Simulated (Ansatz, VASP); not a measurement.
Two plane-wave programs on LaBe

```
La Be
1.0
     3.59196    0.00000    0.00000
     0.00000    3.59196    0.00000
     0.00000    0.00000    3.59196
La Be
1 1
Direct
  0.00000 0.00000 0.00000
  0.50000 0.50000 0.50000
```

Change from the starting cell: species swapped into the DyRh type (Pm-3m, No. 221).

Alike in both runs: functional PBE; k mesh 6 × 6 × 6; occupations gaussian, width 0.1 eV; no spin polarisation.

Ansatz relaxed the structure, and its values are those at the end. VASP's run is a single point on that final structure, the one shown.

```csv
,VASP,Ansatz
version,VASP 6.6.1,Ansatz 0.2.0
potentials or method,"VASP PAW PBE potentials, release 64 (La, Be), cutoff 520 eV","scalar-relativistic, plane waves, PAW"
valence electrons in the cell,13,13
```

|  | VASP | Ansatz | Ansatz less VASP |
| --- | --- | --- | --- |
| gap on the k mesh at the Fermi level (eV) | none | none | - |
| pressure (GPa) | 0.1 | 0.1 | -0.01 |

A gap of «none» marks a metal or a gap that the smearing closes.

Spin-orbit coupling is off throughout.
